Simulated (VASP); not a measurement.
TaN, 6 atoms in the cell. Symmetry: P6/mmm, No. 191, hexagonal system. Conventional cell: a = 5.185 Å, b = 5.185 Å, c = 2.908 Å, α = 90.00°, β = 90.00°, γ = 120.00°. Ta (site symmetry 6/mmm) has 6 N at 2.59 Å and 14 Ta at 2.91 to 3.33 Å within 3.4 Å. Ta (site symmetry -6m2) has 6 N at 2.09 Å within 2.8 Å. Within 2.8 Å of N (site symmetry mmm) lie 6 Ta at 2.09 to 2.59 Å and 4 N at 2.59 Å. 

| Property | Result |
| --- | --- |
| Program | VASP 6.6.1 |
| Task | electric field gradients |
| Functional | LDA |
| Potentials or basis | VASP PAW LDA potentials, release 64 (Ta_pv, N) |
| Cutoff | 520 eV |
| k mesh | 5 × 5 × 8 |
| Occupations | fermi-dirac, width 0.03 eV |
| Spin | no spin polarisation |
| Dipole correction | no |
| Further INCAR settings | ALGO = Normal; EDIFF = 1e-08; NBANDS = 33 |

Potentials or basis: VASP PAW LDA potentials, release 64 (Ta_pv, N).

Command:

```console
$ cat potpaw_LDA.64/Ta_pv/POTCAR potpaw_LDA.64/N/POTCAR > POTCAR
$ mpirun -np 1 vasp_std > vasp.out
```

Hardware: 1 thread of Intel(R) Xeon(R) Platinum 8259CL CPU @ 2.50GHz (Skylake/Cascade Lake), on a shared host.

Q: Estimate the wall time of this run.

A: Wall time 52 s on 1 thread of Intel(R) Xeon(R) Platinum 8259CL CPU @ 2.50GHz (Skylake/Cascade Lake) (shared host), peak memory 0.19 GiB. Counts: scf iterations 16, k points 25.
